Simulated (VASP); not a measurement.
CdS (Hawleyite), 2 atoms in the cell. It takes space group F-43m (No. 216, cubic). Conventional cell: a = 5.825 Å, b = 5.825 Å, c = 5.825 Å, α = 90.00°, β = 90.00°, γ = 90.00°. Within 3.3 Å of Cd (site symmetry -43m) lie 4 S at 2.52 Å. S (site symmetry -43m) has 4 Cd at 2.52 Å within 3.3 Å. 

```yaml
Program: VASP 6.6.1
Task: single point
Functional: PBEsol
Potentials_or_basis: VASP PAW PBE potentials, release 64 (Cd, S)
Cutoff: 520 eV
k_mesh: 8 × 8 × 8
Occupations: fermi-dirac, width 0.02 eV
Spin: no spin polarisation
Dipole_correction: no
Further_INCAR_settings: ALGO = Normal; EDIFF = 1e-07; NBANDS = 16
```

Potentials or basis: VASP PAW PBE potentials, release 64 (Cd, S).

Command:

```console
$ cat potpaw_PBE.64/Cd/POTCAR potpaw_PBE.64/S/POTCAR > POTCAR
$ mpirun -np 1 vasp_std > vasp.out
```

Hardware: 1 thread of Intel Xeon 6975P-C (shared host).

Estimate the wall time of this run.

It took 21 s on 1 thread of Intel Xeon 6975P-C, on a shared host, peak memory 0.18 GiB. Counts: scf iterations 15, k points 29.
